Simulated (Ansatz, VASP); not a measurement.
**Two plane-wave programs on TlZnBr3**

```xyz
5
Lattice="5.3024 0.0000 0.0000 0.0000 5.3024 0.0000 0.0000 0.0000 5.3024" Properties=species:S:1:pos:R:3 pbc="T T T"
Tl    0.0000    0.0000    0.0000
Zn    2.6512    2.6512    2.6512
Br    2.6512    2.6512    0.0000
Br    2.6512    0.0000    2.6512
Br    0.0000    2.6512    2.6512
```

Alike in both runs: task single point; functional r2SCAN; k mesh 4 × 4 × 4; no spin polarisation.

|  | VASP | Ansatz |
| --- | --- | --- |
| version | VASP 6.6.1 | Ansatz 0.2.0 |
| potentials or method | VASP PAW PBE potentials, release 64 (Tl_d, Zn, Br) | plane waves, PAW |
| plane-wave cutoff (eV) | 520 | 500 |
| occupations | gaussian, width 0.01 eV | fixed |
| valence electrons in the cell | 46 | 46 |

|  | VASP | Ansatz | Ansatz less VASP |
| --- | --- | --- | --- |
| gap on the k mesh at the Fermi level (eV) | 0.72 | 0.73 | +0.009 |
| pressure (GPa) | -1.8 | -1.8 | -0.01 |

VASP's potentials were made for PBE, not for r2SCAN.

Neither program's run includes spin-orbit coupling.
